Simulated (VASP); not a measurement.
# BiP (P-6m2) in VASP: further runs

The runs below take BiP through relaxation of shape and atoms at fixed volume, with r2SCAN.

Everything below comes from runs of VASP 6.6.1. Logs are shortened: lines on timing, memory, paths and dates and some standing lists are left out, and cuts for length are marked.

### Step 1. The cell of the first run

It takes space group P-6m2 (No. 187, hexagonal). The conventional cell has a = 3.860 Å, b = 3.860 Å, c = 3.710 Å, α = 90.00°, β = 90.00°, γ = 120.00°. Within 3.8 Å of Bi (site symmetry -6m2) lie 6 P at 2.90 Å and 2 Bi at 3.71 Å. Within 3.8 Å of P (site symmetry -6m2) lie 6 Bi at 2.90 Å and 2 P at 3.71 Å.

### Step 2. Relaxation of shape and atoms at fixed volume, r2SCAN (volume scaled by 0.960)

File POSCAR:

```
BiP
1.0
    3.8595443447      0.0000000000      0.0000000000
   -1.9297721724      3.3424634496      0.0000000000
    0.0000000000      0.0000000000      3.7103288504
Bi P
1 1
Direct
    0.0000000000      0.0000000000      0.0000000000
    0.6666666667      0.3333333333      0.5000000000
```

File INCAR.step1:

```
PREC = Accurate
ENCUT = 600
ISMEAR = 0
SIGMA = 0.05
LREAL = False
LASPH = True
NELM = 100
GGA = PE
ALGO = Normal
EDIFF = 1E-4
LWAVE = True
LCHARG = False
```

File INCAR.step2:

```
PREC = Accurate
ENCUT = 600
EDIFF = 1E-6
ISMEAR = 0
SIGMA = 0.05
LREAL = False
LASPH = True
NELM = 100
ALGO = Normal
ISIF = 4
LWAVE = False
LCHARG = False
METAGGA = R2SCAN
LMIXTAU = True
IBRION = 2
NSW = 60
EDIFFG = -0.01
ISTART = 1
```

File KPOINTS:

```
Automatic mesh
0
Gamma
  10 10 10
```

Potentials or basis: VASP PAW PBE potentials, release 64 (Bi_d, P).

Started as:

```console
> cat potpaw_PBE.64/Bi_d/POTCAR potpaw_PBE.64/P/POTCAR > POTCAR
> cp INCAR.step1 INCAR
> mpirun -np 1 vasp_std > vasp.out
> cp INCAR.step2 INCAR
> mpirun -np 1 vasp_std > vasp.out
```

OUTCAR:

```text
PREC = Accurate
   ENCUT = 600
   EDIFF = 1E-6
   ISMEAR = 0
   LREAL = False
   LASPH = True
   NELM = 100
   ISIF = 4
   METAGGA = R2SCAN
   IBRION = 2
   NSW = 60
   EDIFFG = -0.01
   ISTART = 1

 ion  position               nearest neighbor table
   1  0.000  0.000  0.000-   2 2.90   2 2.90   2 2.90   2 2.90   2 2.90   2 2.90
   2  0.667  0.333  0.500-   1 2.90   1 2.90   1 2.90   1 2.90   1 2.90   1 2.90

  LATTYP: Found a hexagonal cell.
 ALAT       =     3.8595443447
 C/A-ratio  =     0.9613385724

  Lattice vectors:

 A1 = (   3.8595443447,   0.0000000000,   0.0000000000)
 A2 = (  -1.9297721724,   3.3424634496,   0.0000000000)
 A3 = (   0.0000000000,   0.0000000000,   3.7103288504)

Analysis of symmetry for initial positions (statically):
=====================================================================
 Subroutine PRICEL returns:
 Original cell was already a primitive cell.

 Routine SETGRP: Setting up the symmetry group for a
 hexagonal supercell.

 Subroutine GETGRP returns: Found 12 space group operations
 (whereof 12 operations were pure point group operations)
 out of a pool of 24 trial point group operations.

The static configuration has the point symmetry D_3h.

Analysis of symmetry for dynamics (positions and initial velocities):
=====================================================================
 Subroutine PRICEL returns:
 Original cell was already a primitive cell.

 Routine SETGRP: Setting up the symmetry group for a
 hexagonal supercell.

 Subroutine GETGRP returns: Found 12 space group operations
 (whereof 12 operations were pure point group operations)
 out of a pool of 24 trial point group operations.

The dynamic configuration has the point symmetry D_3h.

 Subroutine INISYM returns: Found 12 space group operations
 (whereof 12 operations are pure point group operations),
 and found     1 'primitive' translations

----------------------------------------------------------------------------------------

                                     Primitive cell

  volume of cell :      47.8647

  direct lattice vectors                    reciprocal lattice vectors
     3.859544345  0.000000000  0.000000000     0.259097943  0.149590267  0.000000000
    -1.929772172  3.342463450  0.000000000     0.000000000  0.299180534  0.000000000
     0.000000000  0.000000000  3.710328850     0.000000000  0.000000000  0.269517889

  length of vectors
     3.859544345  3.859544345  3.710328850     0.299180534  0.299180534  0.269517889

  position of ions in fractional coordinates (direct lattice)
     0.000000000  0.000000000  0.000000000
     0.666666667  0.333333333  0.500000000

  ion indices of the primitive-cell ions
   primitive index   ion index
                 1           1
                 2           2

----------------------------------------------------------------------------------------

 KPOINTS: Automatic mesh

Automatic generation of k-mesh.
 Grid dimensions read from file:
 generate k-points for:   10   10   10

 Generating k-lattice:

  Cartesian coordinates                     Fractional coordinates (reciprocal lattice)
     0.025909794  0.014959027  0.000000000     0.100000000 -0.000000000  0.000000000
     0.000000000  0.029918053  0.000000000     0.000000000  0.100000000  0.000000000
     0.000000000  0.000000000  0.026951789     0.000000000  0.000000000  0.100000000

  Length of vectors
     0.029918053  0.029918053  0.026951789

  Shift w.r.t. Gamma in fractional coordinates (k-lattice)
     0.000000000  0.000000000  0.000000000

 Subroutine IBZKPT returns following result:
 ===========================================
[... 54 lines left out ...]
   ISIF   =      4    stress and relaxation
   ISYM   =      2    0-nonsym 1-usesym 2-fastsym
   POTIM  = 0.5000    time-step for ionic-motion
   TEBEG  =    0.0;   TEEND  =   0.0 temperature during run
   PSTRESS=    0.0 pullay stress
   NELECT =      20.0000    total number of electrons
   NUPDOWN=      -1.0000    fix difference up-down
   EMIN   =  10.00;   EMAX   =-10.00  energy-range for DOS
   EFERMI =   0.00;   METHOD = LEGACY
   ISMEAR =     0;   SIGMA  =   0.05  broadening in eV -4-tet -1-fermi 0-gaus
   EFERMI_NEDOS =   21; number of points for ismear=-14 and -15
   IALGO  =     38    algorithm
   IMIX   =      4    mixing-type and parameters
     AMIX     =   0.40;   BMIX     =  1.00
     AMIX_MAG =   1.60;   BMIX_MAG =  1.00
  volume/ion in A,a.u.               =      23.93       161.50
  Fermi-wavevector in a.u.,A,eV,Ry     =   1.223901  2.312838 20.380641  1.497935
  Thomas-Fermi vector in A             =   2.358996
   LORBIT       =      0    0 simple, 1 ext, 2 COOP (PROOUT), +10 PAW based schemes
   METAGGA = R2SCAN    functional components
   LHFCALC =     F    Hartree Fock is set to
   AEXX    =    0.0000 exact exchange contribution
   IVDW    =     0    specifies the selected vdW correction
   LEPSILON=     F    determine dielectric tensor
   LRPA    =     F    only Hartree local field effects (RPA)
 conjugate gradient relaxation of ions
 non-spin polarized calculation
 Gauss-broadening in eV      SIGMA  =   0.05
  energy-cutoff  :      600.00
  volume of cell :       47.86
 maximum number of plane-waves:      1629
 NGX is ok and might be reduce to    32
   NGX = 15   NGY = 15   NGZ = 15

--------------------------------------- Ionic step        1  -------------------------------------------

 number of electron      19.9999998 magnetization

 Free energy of the ion-electron system (eV)
  ---------------------------------------------------
  ext. energy  EPLUGINS =         0.00000000
  ---------------------------------------------------
  free energy    TOTEN  =       -66.80645627 eV

  energy without entropy =      -66.80515240  energy(sigma->0) =      -66.80580434

------------------------ aborting loop because EDIFF is reached ----------------------------------------

  FORCE on cell =-STRESS in cart. coord.  units (eV):
  Direction    XX          YY          ZZ          XY          YZ          ZX
  --------------------------------------------------------------------------------------
  -------------------------------------------------------------------------------------
  Total        0.8935672      0.8935672      1.0874008     -0.0000000      0.0000000      0.0000000
  in kB       29.9104337     29.9104337     36.3986365     -0.0000000      0.0000000      0.0000000
  external PRESSURE =      32.0731679 kB  Pullay stress =       0.0000000 kB

 VOLUME and BASIS-vectors are now :
 -----------------------------------------------------------------------------
  energy-cutoff  :      600.00
  volume of cell :       47.86
      direct lattice vectors                 reciprocal lattice vectors
     3.859544345  0.000000000  0.000000000     0.259097943  0.149590267  0.000000000
    -1.929772172  3.342463450  0.000000000     0.000000000  0.299180534  0.000000000
     0.000000000  0.000000000  3.710328850     0.000000000  0.000000000  0.269517889

 POSITION                                       TOTAL-FORCE (eV/Angst)
 -----------------------------------------------------------------------------------
      0.00000      0.00000      0.00000         0.000000     -0.000000      0.000000
      1.92977      1.11415      1.85516        -0.000000      0.000000      0.000000
 -----------------------------------------------------------------------------------
    total drift:                               -0.000000      0.000000     -0.000000

  FREE ENERGIE OF THE ION-ELECTRON SYSTEM (eV)
  ---------------------------------------------------
  free  energy   TOTEN  =       -66.8064562743 eV

  energy  without entropy=      -66.8051523972  energy(sigma->0) =      -66.80580434

--------------------------------------- Ionic step        2  -------------------------------------------

 number of electron      19.9999999 magnetization

 Free energy of the ion-electron system (eV)
  ---------------------------------------------------
  ext. energy  EPLUGINS =         0.00000000
  ---------------------------------------------------
  free energy    TOTEN  =       -66.80675097 eV

  energy without entropy =      -66.80545084  energy(sigma->0) =      -66.80610091

 E-fermi :   7.7076     XC(G=0): -10.9921

 val. band max:        7.5991650140   @ k =   0.4000   0.2000   0.0000
 cond. band min:       7.7264135689   @ k =   0.3000   0.2000   0.1000
 fundamental gap:      0.1272485549
 Fermi energy:         7.7076015507

 k-point     1 :       0.0000    0.0000    0.0000
  band No.  band energies     occupation
      1     -16.2197      2.00000
      2     -16.1934      2.00000
      3     -16.1934      2.00000
      4     -16.1304      2.00000
      5     -16.1304      2.00000
      6      -7.1506      2.00000
      7       1.6442      2.00000
      8       4.6138      2.00000
      9       6.2154      2.00000
     10       6.2154      2.00000
     11      10.3387      0.00000
     12      10.3387      0.00000
     13      11.8436      0.00000
     14      14.7407      0.00000
[... 377 lines left out ...]
      1     -16.2108      2.00000
      2     -16.1688      2.00000
      3     -16.1637      2.00000
      4     -16.1426      2.00000
      5     -16.1356      2.00000
      6      -4.8005      2.00000
      7      -2.4561      2.00000
      8       3.6362      2.00000
      9       5.2593      2.00000
     10       7.3247      2.00000
     11       8.3686      0.00000
     12      11.3145      0.00000
     13      12.2920      0.00000
     14      13.2119      0.00000

 [... further k-points ...]
[... 5 lines left out ...]
  --------------------------------------------------------------------------------------
  -------------------------------------------------------------------------------------
  Total        0.9309535      0.9309535      0.9291586     -0.0000000     -0.0000000      0.0000000
  in kB       31.1618681     31.1618681     31.1017850     -0.0000000     -0.0000000      0.0000000
  external PRESSURE =      31.1418404 kB  Pullay stress =       0.0000000 kB

 VOLUME and BASIS-vectors are now :
 -----------------------------------------------------------------------------
  energy-cutoff  :      600.00
  volume of cell :       47.86
      direct lattice vectors                 reciprocal lattice vectors
     3.853538566 -0.000000000  0.000000000     0.259501750  0.149823405 -0.000000000
    -1.926769283  3.337262293  0.000000000     0.000000000  0.299646810 -0.000000000
     0.000000000  0.000000000  3.721903032    -0.000000000 -0.000000000  0.268679756

 POSITION                                       TOTAL-FORCE (eV/Angst)
 -----------------------------------------------------------------------------------
     -1.92677      3.33726      0.00000         0.000000     -0.000000     -0.000000
      1.92677      1.11242      1.86095        -0.000000      0.000000      0.000000
 -----------------------------------------------------------------------------------
    total drift:                               -0.000000      0.000000     -0.000000

  FREE ENERGIE OF THE ION-ELECTRON SYSTEM (eV)
  ---------------------------------------------------
  free  energy   TOTEN  =       -66.8067509710 eV

  energy  without entropy=      -66.8054508411  energy(sigma->0) =      -66.80610091

 reached required accuracy - stopping structural energy minimisation
```

Run time: 5.8 min. Hardware: 1 thread of Oxide Virtual Turin-like, shared host; peak memory 0.2 GiB.

What came out:

| Quantity | Value |
| --- | --- |
| Free energy | -66.8068 eV |
| Energy gained by relaxing | 0.1 meV/atom |
| Ionic steps | 2 |
| Pressure after relaxing | 3.1 GPa |
| Band gap on the k mesh | zero (band 10 reaches 8.55 eV, above the bottom of band 11 at 5.32 eV) |

The path:
```
step  energy change (eV)  largest force (eV/Å)  pressure (GPa)  volume (Å³)
   1              0.0000                0.0000            3.21        47.86
   2             -0.0003                0.0000            3.11        47.86
```

Final structure:
```
CELL_PARAMETERS angstrom
3.85354 0.00000 0.00000
-1.92677 3.33726 0.00000
0.00000 0.00000 3.72190
ATOMIC_POSITIONS crystal
Bi 0.00000 0.00000 0.00000
P 0.66667 0.33333 0.50000
```

Levels at points of the mesh, in eV from the Fermi level:
```tsv
k point	band 8	band 9	band 10	band 11	band 12	band 13
(0.00, 0.00, 0.00)	-3.09	-1.49	-1.49	2.63	2.63	4.14
(0.50, 0.00, 0.00)	-3.31	-2.24	-0.98	2.02	2.10	4.41
(0.00, 0.00, 0.50)	-0.11	-0.11	0.84	1.61	2.25	2.25
(0.50, 0.00, 0.50)	-5.68	-5.45	-0.85	0.26	2.53	2.59
```

Caveat: the cell differs from its parent crystal (volume scaled by 0.960); the PAW data sets were made with another functional, which shifts forces and pressure a little; spin-orbit coupling is left out, which moves the levels of the heavy elements.

(Continued in part 2 of 2.)
